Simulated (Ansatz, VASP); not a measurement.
Ir in VASP and in Ansatz

INCAR

```
SYSTEM = Ir
PREC     = Accurate       ! precision mode
ENCUT    = 520            ! plane-wave cutoff, eV
EDIFF    = 1E-6           ! SCF threshold, eV
ISMEAR   = 0              ! smearing method
SIGMA    = 0.15           ! smearing width, eV
LREAL    = .False.        ! projectors in reciprocal space
LASPH    = .True.         ! aspherical terms in the spheres
NELM     = 60             ! most SCF steps
ALGO     = Normal         ! electronic algorithm
ISIF     = 2              ! what is computed and relaxed
LWAVE    = .False.        ! write WAVECAR
LCHARG   = .False.        ! write CHGCAR
GGA      = PE             ! functional
NBANDS   = 10             ! bands
```

KPOINTS

```
Automatic mesh
0
Gamma
  22 22 22
  0 0 0
```

File POSCAR:

```
Ir
1.0
    0.0000000000      2.0264696224      1.7364818194
    2.0264696224      0.0000000000      1.7364818194
    2.0264696224      2.0264696224      0.0000000000
Ir
1
Direct
    0.0000000000      0.0000000000      0.0000000000
```

Input for Ansatz:

```yaml
crystal:
  lattice:
    - [0.0, 2.0264696224, 1.7364818194]
    - [2.0264696224, 0.0, 1.7364818194]
    - [2.0264696224, 2.0264696224, 0.0]
  atoms:
    - { symbol: Ir, position: [0.0, 0.0, 0.0] }
basis:
  ecutwfc: 420
kpoints:
  mp_grid: { grid: [22, 22, 22] }
hamiltonian:
  xc: pbe
  pseudopotentials: { kind: paw, azcp: { folder: soft_1 } }
scf:
  occupations: { method: gaussian, width: 0.15 }
output:
  forces: true
  stress: true
  eigenvalues: true
```

Alike in both runs: task single point; functional PBE; k mesh 22 × 22 × 22; occupations gaussian, width 0.15 eV; no spin polarisation.

```csv
,VASP,Ansatz
version,VASP 6.6.1,Ansatz 0.2.0
potentials or method,"VASP PAW PBE potentials, release 64 (Ir), cutoff 520 eV","scalar-relativistic, plane waves, PAW"
valence electrons in the cell,9,17
```

```csv
,VASP,Ansatz,Ansatz less VASP
gap on the k mesh at the Fermi level (eV),none,none,-
pressure (GPa),11.1,10.4,-0.70
"traceless stress, the component that is largest in VASP (GPa)",29.85,30.02,+0.173
```

A gap of «none» marks a metal or a gap that the smearing closes. With one functional, cell and mesh, what is left measures potentials, basis and numerics. VASP's potentials hold 9 valence electrons a cell and Ansatz's 17, so a difference there can come from the potentials and not from the codes.

Neither program's run includes spin-orbit coupling.
